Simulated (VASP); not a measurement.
# HfN in VASP: further runs

The runs below take HfN through single point, with PBE.

Program: VASP 6.6.1. These are calculated values, not measurements. Logs are shortened: lines on timing, memory, paths and dates and some standing lists are left out, and cuts for length are marked.

## Step 1: The cell of the first run

The structure is monoclinic, space group Cm (No. 8). The conventional cell has a = 4.548 Å, b = 4.548 Å, c = 3.216 Å, α = 90.00°, β = 135.00°, γ = 90.00°. Hf (site symmetry m) has 6 N at 2.19 to 2.36 Å within 2.9 Å. N (site symmetry m) has 6 Hf at 2.19 to 2.36 Å within 2.9 Å.

## Step 2: Single point, PBE (mode 4 frozen in at -0.078 Å and mode 6 at -0.039 Å (largest displacements))

The input, INCAR:

```
SYSTEM = HfN
PREC = Accurate ; ENCUT = 520
EDIFF = 1E-7 ; ISMEAR = 0
SIGMA = 0.15 ; LREAL = .False.
LASPH = .True. ; NELM = 100
ALGO = Normal ; ISIF = 2
LWAVE = .False. ; LCHARG = .False.
GGA = PE ; NBANDS = 14
```

The input, KPOINTS:

```
regular mesh
0
Gamma
  16 16 16
  0 0 0
```

The input, POSCAR:

```
HfN
1.0
    0.0000000000      2.2738140414      2.2738140414
    2.2738140414      0.0000000000      2.2738140414
    2.2738140414      2.2738140414      0.0000000000
Hf N
1 1
Direct
   -0.0006695498      0.0020086494      0.0006695498
    0.5085319202      0.4744042393      0.4914680798
```

Potentials or basis: VASP PAW PBE potentials, release 64 (Hf_pv, N).

On the command line:

```sh
$ cat potpaw_PBE.64/Hf_pv/POTCAR potpaw_PBE.64/N/POTCAR > POTCAR
$ mpirun -np 1 vasp_std > vasp.out
```

OUTCAR:

```text
SYSTEM = HfN
   PREC = Accurate
   ENCUT = 520
   EDIFF = 1E-7
   ISMEAR = 0
   LREAL = .False.
   LASPH = .True.
   NELM = 100
   ISIF = 2
   GGA = PE

 ion  position               nearest neighbor table
   1  0.999  0.002  0.001-   2 2.19   2 2.23   2 2.28   2 2.28   2 2.32   2 2.36
   2  0.509  0.474  0.491-   1 2.19   1 2.23   1 2.28   1 2.28   1 2.32   1 2.36

  LATTYP: Found a face centered cubic cell.
 ALAT       =     4.5476280828

  Lattice vectors:

 A1 = (   0.0000000000,   2.2738140414,   2.2738140414)
 A2 = (   2.2738140414,   0.0000000000,   2.2738140414)
 A3 = (   2.2738140414,   2.2738140414,   0.0000000000)

Analysis of symmetry for initial positions (statically):
=====================================================================
 Subroutine PRICEL returns:
 Original cell was already a primitive cell.

 Routine SETGRP: Setting up the symmetry group for a
 face centered cubic supercell.

 Subroutine GETGRP returns: Found  2 space group operations
 (whereof  2 operations were pure point group operations)
 out of a pool of 48 trial point group operations.

The static configuration has the point symmetry C_1h.

Analysis of symmetry for dynamics (positions and initial velocities):
=====================================================================
 Subroutine PRICEL returns:
 Original cell was already a primitive cell.

 Routine SETGRP: Setting up the symmetry group for a
 face centered cubic supercell.

 Subroutine GETGRP returns: Found  2 space group operations
 (whereof  2 operations were pure point group operations)
 out of a pool of 48 trial point group operations.

The dynamic configuration has the point symmetry C_1h.

 Subroutine INISYM returns: Found  2 space group operations
 (whereof  2 operations are pure point group operations),
 and found     1 'primitive' translations

----------------------------------------------------------------------------------------

                                     Primitive cell

  volume of cell :      23.5123

  direct lattice vectors                    reciprocal lattice vectors
     0.000000000  2.273814041  2.273814041    -0.219894851  0.219894851  0.219894851
     2.273814041  0.000000000  2.273814041     0.219894851 -0.219894851  0.219894851
     2.273814041  2.273814041  0.000000000     0.219894851  0.219894851 -0.219894851

  length of vectors
     3.215658656  3.215658656  3.215658656     0.380869054  0.380869054  0.380869054

  position of ions in fractional coordinates (direct lattice)
     0.999330450  0.002008649  0.000669550
     0.508531920  0.474404239  0.491468080

  ion indices of the primitive-cell ions
   primitive index   ion index
                 1           1
                 2           2

----------------------------------------------------------------------------------------

 KPOINTS: regular mesh

Automatic generation of k-mesh.
 Grid dimensions read from file:
 generate k-points for:   16   16   16

 Generating k-lattice:

  Cartesian coordinates                     Fractional coordinates (reciprocal lattice)
    -0.013743428  0.013743428  0.013743428     0.062500000  0.000000000  0.000000000
     0.013743428 -0.013743428  0.013743428     0.000000000  0.062500000  0.000000000
     0.013743428  0.013743428 -0.013743428     0.000000000  0.000000000  0.062500000

  Length of vectors
     0.023804316  0.023804316  0.023804316

  Shift w.r.t. Gamma in fractional coordinates (k-lattice)
     0.000000000  0.000000000  0.000000000

 Subroutine IBZKPT returns following result:
 ===========================================

 Found   1098 irreducible k-points:

 Following reciprocal coordinates:
            Coordinates               Weight
  0.000000  0.000000  0.000000      1.000000
  0.062500  0.000000  0.000000      4.000000
  0.000000  0.062500  0.000000      4.000000
  0.125000  0.000000  0.000000      4.000000
  0.000000  0.125000  0.000000      4.000000
  0.187500  0.000000  0.000000      4.000000
[... 16 lines left out ...]
  0.062500  0.000000  0.125000      4.000000
  0.125000  0.062500  0.125000      4.000000
 [... further k-points ...]
   k-points           NKPTS =   1098   k-points in BZ     NKDIM =   1098   number of bands    NBANDS=     14
   number of dos      NEDOS =    301   number of ions     NIONS =      2
   total plane-waves  NPLWV =  13824
   dimension x,y,z NGX =    24 NGY =   24 NGZ =   24
   dimension x,y,z NGXF=    48 NGYF=   48 NGZF=   48
   ions per type =               1   1
   NGX,Y,Z   is equivalent  to a cutoff of  12.41, 12.41, 12.41 a.u.
   NGXF,Y,Z  is equivalent  to a cutoff of  24.82, 24.82, 24.82 a.u.
 SYSTEM =  HfN
   PREC   = accura    normal or accurate (medium, high low for compatibility)
   ISTART =      0    job   : 0-new  1-cont  2-samecut
   ICHARG =      2    charge: 1-file 2-atom 10-const
   ISPIN  =      1    spin polarized calculation?
   LNONCOLLINEAR =      F non collinear calculations
   LSORBIT =      F    spin-orbit coupling
   LASPH  =      T    aspherical Exc in radial PAW
   ENCUT  =  520.0 eV  38.22 Ry    6.18 a.u.   5.98  5.98  5.98*2*pi/ulx,y,z
   NELM   =    100;   NELMIN=  2; NELMDL= -5     # of ELM steps
   EDIFF  = 0.1E-06   stopping-criterion for ELM
   LREAL  =      F    real-space projection
   EDIFFG = 0.1E-05   stopping-criterion for IOM
   NSW    =      0    number of steps for IOM
   IBRION =     -1    ionic relax: 0-MD 1-quasi-New 2-CG
   NFREE  =      0    steps in history (QN), initial steepest desc. (CG)
   ISIF   =      2    stress and relaxation
   ISYM   =      2    0-nonsym 1-usesym 2-fastsym
   POTIM  = 0.5000    time-step for ionic-motion
   TEBEG  =    0.0;   TEEND  =   0.0 temperature during run
   PSTRESS=    0.0 pullay stress
   NELECT =      15.0000    total number of electrons
   NUPDOWN=      -1.0000    fix difference up-down
   EMIN   =  10.00;   EMAX   =-10.00  energy-range for DOS
   EFERMI =   0.00;   METHOD = LEGACY
   ISMEAR =     0;   SIGMA  =   0.15  broadening in eV -4-tet -1-fermi 0-gaus
   EFERMI_NEDOS =   21; number of points for ismear=-14 and -15
   IALGO  =     38    algorithm
   IMIX   =      4    mixing-type and parameters
     AMIX     =   0.40;   BMIX     =  1.00
     AMIX_MAG =   1.60;   BMIX_MAG =  1.00
  volume/ion in A,a.u.               =      11.76        79.33
  Fermi-wavevector in a.u.,A,eV,Ry     =   1.409311  2.663212 27.023330  1.986159
  Thomas-Fermi vector in A             =   2.531380
   LORBIT       =      0    0 simple, 1 ext, 2 COOP (PROOUT), +10 PAW based schemes
   GGA     = PE    functional components
   LHFCALC =     F    Hartree Fock is set to
   AEXX    =    0.0000 exact exchange contribution
   IVDW    =     0    specifies the selected vdW correction
   LEPSILON=     F    determine dielectric tensor
   LRPA    =     F    only Hartree local field effects (RPA)
 non-spin polarized calculation
 Gauss-broadening in eV      SIGMA  =   0.15
  energy-cutoff  :      520.00
  volume of cell :       23.51
 maximum number of plane-waves:       648
   NGX = 11   NGY = 11   NGZ = 11

 number of electron      15.0000001 magnetization

 Free energy of the ion-electron system (eV)
  ---------------------------------------------------
  ext. energy  EPLUGINS =         0.00000000
  ---------------------------------------------------
  free energy    TOTEN  =       -21.71273754 eV

  energy without entropy =      -21.70611448  energy(sigma->0) =      -21.70942601

 E-fermi :   8.2099     XC(G=0): -12.6259

 val. band max:        8.2087849850   @ k =   0.2500  -0.1250  -0.1250
 cond. band min:       8.2166307519   @ k =  -0.1250  -0.1875  -0.1250
 fundamental gap:      0.0078457669
 Fermi energy:         8.2099216563

 k-point     1 :       0.0000    0.0000    0.0000
  band No.  band energies     occupation
      1     -23.0178      2.00000
      2     -23.0088      2.00000
      3     -23.0073      2.00000
      4      -9.1837      2.00000
      5       5.0590      2.00000
      6       5.0757      2.00000
      7       5.0982      2.00000
      8       7.8786      1.99821
      9       8.0280      1.91366
     10       8.0349      1.90102
     11       9.8029      0.00000
     12      10.1683      0.00000
     13      10.2962      0.00000
     14      17.7080      0.00000

 k-point     2 :       0.0625    0.0000    0.0000
  band No.  band energies     occupation
      1     -23.0479      2.00000
      2     -23.0187      2.00000
      3     -23.0110      2.00000
      4      -9.0972      2.00000
      5       4.5846      2.00000
      6       4.8787      2.00000
      7       5.0113      2.00000
      8       7.9048      1.99599
      9       8.0935      1.72760
     10       8.1870      1.17123
     11      10.0874      0.00000
     12      10.4752      0.00000
     13      10.6160      0.00000
     14      18.0081      0.00000

 k-point     3 :       0.0000    0.0625    0.0000
  band No.  band energies     occupation
      1     -23.0512      2.00000
      2     -23.0148      2.00000
      3     -23.0114      2.00000
      4      -9.0975      2.00000
      5       4.6291      2.00000
      6       4.8798      2.00000
      7       4.9457      2.00000
      8       7.9711      1.97564
      9       8.0756      1.79450
     10       8.1700      1.29350
     11      10.0999      0.00000
     12      10.4759      0.00000
     13      10.5912      0.00000
     14      18.0092      0.00000
[... 324 lines left out ...]
 k-point    23 :       0.0625    0.0000    0.1250
  band No.  band energies     occupation
      1     -23.1223      2.00000
      2     -23.0403      2.00000
      3     -23.0248      2.00000
      4      -8.8820      2.00000
      5       3.6658      2.00000
      6       4.5353      2.00000
      7       4.7752      2.00000
      8       7.6700      2.00000
      9       8.5480      0.00144
     10       8.6582      0.00002
     11      10.3652      0.00000
     12      10.7360      0.00000
     13      11.9519      0.00000
     14      18.7570      0.00000

 k-point    24 :       0.1250    0.0625    0.1250
  band No.  band energies     occupation
      1     -23.1238      2.00000
      2     -23.0360      2.00000
      3     -23.0275      2.00000
      4      -8.8824      2.00000
      5       3.6718      2.00000
      6       4.5915      2.00000
      7       4.6950      2.00000
      8       7.7019      2.00000
      9       8.5699      0.00069
     10       8.6295      0.00008
     11      10.3824      0.00000
     12      10.7127      0.00000
     13      11.9510      0.00000
     14      18.7577      0.00000

 [... further k-points ...]
[... 5 lines left out ...]
  --------------------------------------------------------------------------------------
  -------------------------------------------------------------------------------------
  Total        0.0434684     -0.3287999     -0.2359342      0.0000000      0.0000000     -0.0212558
  in kB        2.9620281    -22.4051306    -16.0770624      0.0000000      0.0000000     -1.4484186
  external PRESSURE =     -11.8400550 kB  Pullay stress =       0.0000000 kB

 VOLUME and BASIS-vectors are now :
 -----------------------------------------------------------------------------
  energy-cutoff  :      520.00
  volume of cell :       23.51
      direct lattice vectors                 reciprocal lattice vectors
     0.000000000  2.273814041  2.273814041    -0.219894851  0.219894851  0.219894851
     2.273814041  0.000000000  2.273814041     0.219894851 -0.219894851  0.219894851
     2.273814041  2.273814041  0.000000000     0.219894851  0.219894851 -0.219894851

 POSITION                                       TOTAL-FORCE (eV/Angst)
 -----------------------------------------------------------------------------------
      0.00609      2.27381      2.27686        -0.916958      0.000000     -0.451864
      2.19621      2.27381      2.23501         0.916958      0.000000      0.451864
 -----------------------------------------------------------------------------------
    total drift:                               -0.000086      0.000000     -0.000030

  FREE ENERGIE OF THE ION-ELECTRON SYSTEM (eV)
  ---------------------------------------------------
  free  energy   TOTEN  =       -21.7127375423 eV

  energy  without entropy=      -21.7061144786  energy(sigma->0) =      -21.70942601
```

Run time: 87 s. Hardware: 1 thread of Intel Xeon 6975P-C (Granite Rapids), shared host; peak memory 0.46 GiB.

Results:

```
Free energy   : -21.7127 eV
Pressure      : -1.2 GPa
Largest force : 1.022 eV/Å
```

Forces on the atoms (eV/Å):
```
Hf  -0.917  0.000 -0.452
N    0.917  0.000  0.452
```

Levels at points of the mesh, in eV from the Fermi level:
```csv
k point,band 5,band 6,band 7,band 8,band 9,band 10,band 11,band 12
"(0.00, 0.00, 0.00)",-3.15,-3.13,-3.11,-0.33,-0.18,-0.18,1.59,1.96
"(0.50, 0.00, 0.00)",-8.77,-6.07,-6.05,3.16,3.49,3.60,4.33,8.45
"(0.00, 0.50, 0.00)",-8.76,-6.10,-6.08,3.14,3.57,3.63,4.39,8.50
"(0.50, 0.50, 0.00)",-5.41,-4.30,-3.70,-3.08,4.04,5.30,5.37,5.38
"(0.00, 0.50, 0.50)",-5.40,-4.00,-3.69,-3.40,4.02,5.30,5.37,5.37
"(0.50, 0.00, 0.50)",-5.42,-4.36,-3.72,-3.01,4.04,5.30,5.37,5.38
```

Caveat: the cell differs from its parent crystal (mode 4 frozen in at -0.078 Å and mode 6 at -0.039 Å (largest displacements)); spin-orbit coupling is left out, which moves the levels of the heavy elements; forces of over 1 eV/Å act on the atoms, so gaps and moduli don't describe the material at rest.

## Step 3: Single point, PBE (mode 4 frozen in at -0.078 Å and mode 6 at -0.078 Å (largest displacements))

The input, INCAR:

```
ALGO = Normal
EDIFF = 1E-7
ENCUT = 520
GGA = PE
ISIF = 2
ISMEAR = 0
LASPH = True
LCHARG = True
LELF = True
LREAL = False
LVHAR = True
LWAVE = False
NBANDS = 14
NELM = 100
PREC = Accurate
SIGMA = 0.15
```

The input, KPOINTS:

```
k-points
0
Gamma
  16 16 16
```

The input, POSCAR:

```
HfN
1.0
    0.0000000000      2.2738140414      2.2738140414
    2.2738140414      0.0000000000      2.2738140414
    2.2738140414      2.2738140414      0.0000000000
Hf N
1 1
Direct
    0.0000000000      0.0026781992      0.0000000000
    0.5000000000      0.4658723191      0.5000000000
```

Potentials or basis: VASP PAW PBE potentials, release 64 (Hf_pv, N).

On the command line:

```sh
$ cat potpaw_PBE.64/Hf_pv/POTCAR potpaw_PBE.64/N/POTCAR > POTCAR
$ mpirun -np 1 vasp_std > vasp.out
```

Wall time 1.8 min (1 thread of Intel Xeon 6975P-C, shared host); peak memory 0.32 GiB.

Results (log left out):

* Free energy: -21.6843 eV
* Pressure: -0.5 GPa
* Largest force: 1.284 eV/Å

Forces on the atoms (eV/Å):
```
Hf  -0.908  0.000 -0.908
N    0.908  0.000  0.908
```

Stress tensor (GPa, compression positive):
```
 0.32  0.00 -0.30
 0.00 -2.21  0.00
-0.30  0.00  0.32
```

Levels at points of the mesh, in eV from the Fermi level:
```tsv
k point	band 6	band 7	band 8	band 9	band 10	band 11
(0.00, 0.00, 0.00)	-3.20	-3.16	-0.33	-0.10	-0.08	1.58
(0.50, 0.00, 0.00)	-6.06	-6.01	3.14	3.43	3.60	4.33
(0.00, 0.50, 0.00)	-6.11	-6.08	3.10	3.59	3.64	4.43
(0.50, 0.50, 0.00)	-4.29	-3.70	-3.08	4.05	5.27	5.37
(0.50, 0.00, 0.50)	-4.52	-3.74	-2.81	4.08	5.26	5.38
```

Caveat: the cell differs from its parent crystal (mode 4 frozen in at -0.078 Å and mode 6 at -0.078 Å (largest displacements)); spin-orbit coupling is left out, which moves the levels of the heavy elements; forces of over 1 eV/Å act on the atoms, so gaps and moduli don't describe the material at rest.

## Step 4: Single point, PBE (mode 4 frozen in at -0.097 Å and mode 6 at -0.019 Å (largest displacements))

The input, INCAR:

```
PREC = Accurate ; ENCUT = 520
EDIFF = 1E-6 ; ISMEAR = 0
SIGMA = 0.15 ; LREAL = False
LASPH = True ; NELM = 80
ALGO = Normal ; ISIF = 2
LWAVE = False ; LCHARG = True
GGA = PE ; LELF = True
LVHAR = True ; NBANDS = 14
```

The input, KPOINTS:

```
Automatic mesh
0
Gamma
  16 16 16
```

The input, POSCAR:

```
HfN
1.0
    0.0000000000      2.2738140414      2.2738140414
    2.2738140414      0.0000000000      2.2738140414
    2.2738140414      2.2738140414      0.0000000000
Hf N
1 1
Direct
   -0.0013390996      0.0020086494      0.0013390996
    0.5170638404      0.4744042393      0.4829361596
```

On the command line:

```sh
$ cat potpaw_PBE.64/Hf_pv/POTCAR potpaw_PBE.64/N/POTCAR > POTCAR
$ mpirun -np 1 vasp_std > vasp.out
```

Run time: 2.8 min. Hardware: 1 thread of Intel Xeon 6975P-C, shared host; peak memory 0.46 GiB.

The run converged. Its results:

| Quantity | Value |
| --- | --- |
| Free energy | -21.6982 eV |
| Pressure | -0.8 GPa |
| Largest force | 1.174 eV/Å |

Forces on the atoms (eV/Å):
```
Hf  -1.152  0.000 -0.224
N    1.152  0.000  0.224
```

Stress tensor (GPa, compression positive):
```
 1.74  0.00 -0.09
 0.00 -2.22  0.00
-0.09  0.00 -2.06
```

Levels at points of the mesh, in eV from the Fermi level:
```csv
k point,band 4,band 5,band 6,band 7,band 8,band 9,band 10,band 11,band 12,band 13
"(0.00, 0.00, 0.00)",-17.39,-3.18,-3.17,-3.15,-0.32,-0.13,-0.13,1.59,1.94,2.16
"(0.50, 0.00, 0.00)",-14.80,-8.76,-6.07,-6.05,3.15,3.48,3.62,4.35,8.39,8.67
"(0.00, 0.50, 0.00)",-14.80,-8.75,-6.09,-6.07,3.13,3.53,3.64,4.39,8.42,8.70
"(0.50, 0.50, 0.00)",-16.30,-5.42,-4.44,-3.71,-2.92,4.06,5.28,5.37,5.38,7.72
"(0.00, 0.50, 0.50)",-16.29,-5.39,-3.85,-3.69,-3.55,4.02,5.28,5.37,5.37,7.09
"(0.50, 0.00, 0.50)",-16.30,-5.42,-4.45,-3.72,-2.91,4.06,5.28,5.37,5.38,7.77
```

Caveat: the cell differs from its parent crystal (mode 4 frozen in at -0.097 Å and mode 6 at -0.019 Å (largest displacements)); spin-orbit coupling is left out, which moves the levels of the heavy elements; forces of over 1 eV/Å act on the atoms, so gaps and moduli don't describe the material at rest.

## Step 5: Single point, PBE (mode 4 frozen in at -0.097 Å and mode 6 at -0.058 Å (largest displacements))

The input, INCAR:

```
ALGO = Normal
EDIFF = 1E-6
ENCUT = 520
GGA = PE
ISIF = 2
ISMEAR = 0
LASPH = True
LCHARG = False
LREAL = False
LWAVE = False
NBANDS = 14
NELM = 60
PREC = Accurate
SIGMA = 0.15
```

The input, KPOINTS:

```
k-points
0
Gamma
  16 16 16
```

The input, POSCAR:

```
HfN
1.0
    0.0000000000      2.2738140414      2.2738140414
    2.2738140414      0.0000000000      2.2738140414
    2.2738140414      2.2738140414      0.0000000000
Hf N
1 1
Direct
   -0.0006695498      0.0026781992      0.0006695498
    0.5085319202      0.4658723191      0.4914680798
```

On the command line:

```sh
$ cat potpaw_PBE.64/Hf_pv/POTCAR potpaw_PBE.64/N/POTCAR > POTCAR
$ mpirun -np 1 vasp_std > vasp.out
```

Run time: 3 min. Hardware: 1 thread of Intel Xeon 6975P-C, shared host; peak memory 0.46 GiB.

Results (log left out):

| Item | Value |
| --- | --- |
| Free energy | -21.6794 eV |
| Pressure | -0.4 GPa |
| Largest force | 1.329 eV/Å |

Forces in eV/Å, atoms in the order of the input:
```
Hf  -1.145  0.000 -0.674
N    1.145  0.000  0.674
```

Stress tensor (GPa, compression positive):
```
 1.75  0.00 -0.28
 0.00 -2.21  0.00
-0.28  0.00 -0.78
```

Levels at points of the mesh, in eV from the Fermi level:
```tsv
k point	band 6	band 7	band 8	band 9	band 10	band 11
(0.00, 0.00, 0.00)	-3.21	-3.18	-0.33	-0.08	-0.07	1.58
(0.50, 0.00, 0.00)	-6.06	-6.01	3.14	3.42	3.61	4.33
(0.00, 0.50, 0.00)	-6.11	-6.08	3.10	3.57	3.65	4.43
(0.50, 0.50, 0.00)	-4.44	-3.71	-2.92	4.07	5.27	5.37
(0.00, 0.50, 0.50)	-4.15	-3.70	-3.24	4.04	5.26	5.37
(0.50, 0.00, 0.50)	-4.55	-3.74	-2.78	4.08	5.26	5.38
```

Caveat: the cell differs from its parent crystal (mode 4 frozen in at -0.097 Å and mode 6 at -0.058 Å (largest displacements)); spin-orbit coupling is left out, which moves the levels of the heavy elements; forces of over 1 eV/Å act on the atoms, so gaps and moduli don't describe the material at rest.
